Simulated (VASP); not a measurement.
Set up this calculation in VASP 6.6.1, as the native input.

- Task: relaxation of cell and atoms
- Functional: PBE
- Potentials or basis: VASP PAW PBE potentials, release 64 (Ge_d)
- Cutoff: 600 eV
- k mesh: 4 × 4 × 4
- Occupations: gaussian, width 0.1 eV
- Spin: no spin polarisation
- Dipole correction: no
- Further INCAR settings: ALGO = Normal; EDIFF = 1e-07; IBRION = 2; EDIFFG = -0.04; NSW = 90; ISIF = 3

The structure of Ge lies in POSCAR:

```
Ge
1.0
    2.2054111200     -3.8733082700      0.0000000000
    2.2054111200      3.8733082700      0.0000000000
    0.0000000000      0.0000000000      4.1764507600
Ge
4
Direct
    0.7500000000      0.2500000000      0.3554073800
    0.2500000000      0.7500000000      0.6445926200
    0.0000000000      0.0000000000      0.0000000000
    0.5000000000      0.5000000000      0.0000000000
```

One way to write it, as run:

INCAR

```
SYSTEM = Ge
PREC = Accurate
ENCUT = 600
EDIFF = 1E-7
ISMEAR = 0
SIGMA = 0.1
LREAL = .FALSE.
LASPH = .TRUE.
NELM = 100
ALGO = Normal
ISIF = 3
LWAVE = .FALSE.
LCHARG = .FALSE.
GGA = PE
IBRION = 2
NSW = 90
EDIFFG = -0.04
```

KPOINTS

```
regular mesh
0
G
  4 4 4
  0 0 0
```

Potentials or basis: VASP PAW PBE potentials, release 64 (Ge_d).

The run is started by

```sh
$ cat potpaw_PBE.64/Ge_d/POTCAR > POTCAR
$ mpirun -np 1 vasp_std > vasp.out
```

Results of the run:

| Item | Value |
| --- | --- |
| Relaxed volume | 19.98 Å³/atom |
| Relaxed cell | a = 4.694 Å, b = 4.694 Å, c = 3.806 Å, α = 90.00°, β = 90.00°, γ = 107.63° |
| Space group after relaxing (to 0.05 Å) | P4/mmm (No. 123) |
| Energy gained by relaxing | 532.2 meV/atom |
| Ionic steps | 28 |
| Pressure after relaxing | 0.1 GPa |
| Largest force after relaxing | 0.037 eV/Å |
| Band gap on the k mesh | zero (band 28 reaches 7.08 eV, above the bottom of band 29 at 5.10 eV) |

Caveat: the k points lie up to 0.41 Å⁻¹ apart in the final cell.

Run time: 22 min on 1 thread of Intel(R) Xeon(R) Platinum 8259CL CPU @ 2.50GHz (Skylake/Cascade Lake), on a shared host, peak memory 0.22 GiB.
